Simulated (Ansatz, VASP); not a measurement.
# One calculation of CaCr, two programs

```
Ca Cr
1.0
     4.09278    0.00000    0.00000
     0.00000    4.09278    0.00000
     0.00000    0.00000   14.00000
Ca Cr
1 1
Direct
  0.50000 0.50000 0.50000
  0.00000 0.00000 0.50000
```

Alike in both runs: task single point; functional PBE; k mesh 4 × 4 × 1; occupations gaussian, width 0.1 eV; collinear spin.

```csv
,VASP,Ansatz
version,VASP 6.6.1,Ansatz 0.2.0
potentials or method,"VASP PAW PBE potentials, release 64 (Ca_sv, Cr_pv), cutoff 520 eV","scalar-relativistic, plane waves, PAW"
valence electrons in the cell,22,24
```

```tsv
	VASP	Ansatz	Ansatz less VASP
gap on the k mesh at the Fermi level (eV)	none	none	-
net moment per atom (μB)	2.44	2.44	0.000
size of the moment on the site where the two differ most (μB)	4.01	4.04	+0.029
```

Site moments also hang on the region over which each program counts them. A gap of «none» marks a metal or a gap that the smearing closes. The functional is the same, so the differences come from potentials, cutoffs and numerics. VASP's potentials hold 22 valence electrons a cell and Ansatz's 24, so a difference there can come from the potentials and not from the codes. Ansatz's warnings: slab cell height set.

The k mesh is coarse, so the values compare programs but aren't converged.
